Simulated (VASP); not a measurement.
**ErBe3Pd: single point with PBE**

Crystal: ErBe3Pd.

```
CELL_PARAMETERS angstrom
4.24864 0.00000 0.00000
0.00000 4.24864 0.00000
0.00000 0.00000 4.24864
ATOMIC_POSITIONS crystal
Er 0.00000 0.00000 0.00000
Be 0.00000 0.50000 0.50000
Be 0.50000 0.00000 0.50000
Be 0.50000 0.50000 0.00000
Pd 0.50000 0.50000 0.50000
```

The cell was built from a structure type or drawn by symmetry, and may not be a known phase.

```
Program                : VASP 6.6.1
Task                   : single point
Functional             : PBE
Potentials or basis    : VASP PAW PBE potentials, release 64 (Er_3, Be, Pd), 4f in core
Cutoff                 : 600 eV
k mesh                 : 10 × 10 × 10
Occupations            : gaussian, width 0.1 eV
Spin                   : no spin polarisation
Dipole correction      : no
Mended                 : yes
Further INCAR settings : ALGO = Normal; EDIFF = 1e-06; NBANDS = 20
```

```json
{
  "Pressure": "0.2 GPa",
  "Band gap on the k mesh": "zero (an odd number of electrons rules out a gap without spin polarisation)"
}
```

Levels at points of the mesh, in eV from the Fermi level:
```
           k point  band 8  band 9  band 10  band 11  band 12  band 13  band 14  band 15  band 16  band 17
(0.00, 0.00, 0.00)   -3.95   -3.95    -0.80    -0.80    -0.80     0.14     0.14     3.25     3.25     3.25
(0.50, 0.00, 0.00)   -4.30   -4.30    -3.90    -1.01    -1.01    -0.59     3.14     3.16     3.82     3.82
(0.50, 0.50, 0.00)   -4.41   -4.41    -3.24    -3.24    -0.82     1.48     1.48     1.72     3.51     3.67
(0.50, 0.50, 0.50)   -4.91   -3.71    -2.92    -2.92    -2.92     0.85     0.85     0.85     2.66     4.29
```

It took 90 s on 1 thread of Intel(R) Xeon(R) Platinum 8259CL CPU @ 2.50GHz (Skylake/Cascade Lake), on a shared host, peak memory 0.28 GiB.

Caveat: spin-orbit coupling is left out, which moves the levels of the heavy elements; the 4f electrons are frozen in the core, so they carry no moment and show no levels. Spin polarisation is off, so any magnetic state and its effect on volume and gap are missing.
